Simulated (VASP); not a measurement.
Set up this calculation in VASP 6.6.1, as the native input.

| Quantity | Value |
| --- | --- |
| Task | single point |
| Functional | r2SCAN |
| Potentials or basis | VASP PAW PBE potentials, release 64 (Cl, Li_sv) |
| Cutoff | 520 eV |
| k mesh | 9 × 9 × 9 |
| Occupations | fermi-dirac, width 0.05 eV |
| Spin | no spin polarisation |
| Dipole correction | no |
| Further INCAR settings | ALGO = Normal; EDIFF = 1e-07; NBANDS = 12 |

LiCl:

```
Cl Li
1.0
     0.00000    2.51241    2.51241
     2.51241    0.00000    2.51241
     2.51241    2.51241    0.00000
Cl Li
1 1
Cartesian
  2.5124 2.5124 2.5124
  0.0000 0.0000 0.0000
```

The input as run:

POSCAR

```
LiCl
1.0
    0.0000000000      2.5124130641      2.5124130641
    2.5124130641      0.0000000000      2.5124130641
    2.5124130641      2.5124130641      0.0000000000
Cl Li
1 1
Direct
    0.5000000000      0.5000000000      0.5000000000
    0.0000000000      0.0000000000      0.0000000000
```

INCAR.step1

```
SYSTEM = LiCl
  ALGO = Normal
  EDIFF = 1E-4
  ENCUT = 520
  GGA = PE
  ISMEAR = -1
  LASPH = .True.
  LCHARG = .False.
  LREAL = .False.
  LWAVE = .True.
  NBANDS = 12
  NELM = 60
  PREC = Accurate
  SIGMA = 0.05
```

INCAR.step2

```
SYSTEM = LiCl
  ALGO = Normal
  EDIFF = 1E-7
  ENCUT = 520
  ISIF = 2
  ISMEAR = -1
  ISTART = 1
  LASPH = .True.
  LCHARG = .False.
  LMIXTAU = .True.
  LREAL = .False.
  LWAVE = .False.
  METAGGA = R2SCAN
  NBANDS = 12
  NELM = 60
  PREC = Accurate
  SIGMA = 0.05
```

KPOINTS

```
k-points
0
Gamma
  9 9 9
  0 0 0
```

Potentials or basis: VASP PAW PBE potentials, release 64 (Cl, Li_sv).

Command:

```console
$ cat potpaw_PBE.64/Cl/POTCAR potpaw_PBE.64/Li_sv/POTCAR > POTCAR
$ cp INCAR.step1 INCAR
$ mpirun -np 1 vasp_std > vasp.out
$ cp INCAR.step2 INCAR
$ mpirun -np 1 vasp_std > vasp.out
```

Results of the run:

```yaml
Band_gap_on_the_k_mesh: 7.66 eV, indirect (least direct gap 7.72 eV)
```

It took 98 s on 1 thread of Intel Xeon 8259CL, on a shared host, peak memory 0.16 GiB.
